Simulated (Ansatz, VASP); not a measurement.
**One calculation of ZnO, two programs**

```
CELL_PARAMETERS angstrom
3.34997 0.00000 0.00000
0.00000 10.15168 0.00000
0.00000 0.00000 4.75182
ATOMIC_POSITIONS crystal
Zn 0.50000 0.85147 0.10749
Zn 0.50000 0.14853 0.10749
Zn 0.00000 0.00000 0.61131
Zn 0.50000 0.50000 0.38869
Zn 0.00000 0.35147 0.89251
Zn 0.00000 0.64853 0.89251
O 0.50000 0.00000 0.37433
O 0.00000 0.84804 0.87196
O 0.00000 0.15196 0.87196
O 0.50000 0.34804 0.12804
O 0.50000 0.65196 0.12804
O 0.00000 0.50000 0.62567
```

Change from the starting cell: the structure that the rattled cell fell into.

Alike in both runs: functional PBE; k mesh 8 × 4 × 6; occupations gaussian, width 0.02 eV; no spin polarisation.

Ansatz relaxed the structure, and its values are those at the end. VASP's run is a single point on that final structure, the one shown.

|  | VASP | Ansatz |
| --- | --- | --- |
| version | VASP 6.6.1 | Ansatz 0.2.0 |
| potentials or method | VASP PAW PBE potentials, release 64 (Zn, O), cutoff 520 eV | scalar-relativistic, plane waves, PAW |
| valence electrons in the cell | 108 | 108 |

```tsv
	VASP	Ansatz	Ansatz less VASP
gap on the k mesh at the Fermi level (eV)	0.85	0.87	+0.018
least direct gap on the mesh (eV)	0.85	0.87	+0.018
pressure (GPa)	0.9	0.0	-0.87
rms of the force components (eV/Å)	0.014	0.001	-0.0124
```

The functional is the same, so the differences come from potentials, cutoffs and numerics.
